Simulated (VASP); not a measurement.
Cs, 1 atom in the cell. It takes space group Fm-3m (No. 225, cubic). Conventional cell: a = 10.443 Å, b = 10.443 Å, c = 10.443 Å, α = 90.00°, β = 90.00°, γ = 90.00°. 

```yaml
Program: VASP 6.6.1
Task: single point
Functional: LDA
Potentials_or_basis: VASP PAW LDA potentials, release 64 (Cs_sv)
Cutoff: 520 eV
k_mesh: 4 × 4 × 4
Occupations: fermi-dirac, width 0.1 eV
Spin: no spin polarisation
Dipole_correction: no
Further_INCAR_settings: ALGO = Normal; EDIFF = 1e-06; NBANDS = 10
```

Potentials or basis: VASP PAW LDA potentials, release 64 (Cs_sv).

Launch:

```bash
$ cat potpaw_LDA.64/Cs_sv/POTCAR > POTCAR
$ mpirun -np 1 vasp_std > vasp.out
```

Hardware: 1 thread of Intel(R) Xeon(R) Platinum 8488C (Sapphire Rapids), on a shared host.

Problem. How long does it take, and how much memory?

Solution. Wall time 17 s on 1 thread of Intel(R) Xeon(R) Platinum 8488C (Sapphire Rapids) (shared host), peak memory 0.29 GiB. Counts: scf iterations 11, k points 8.
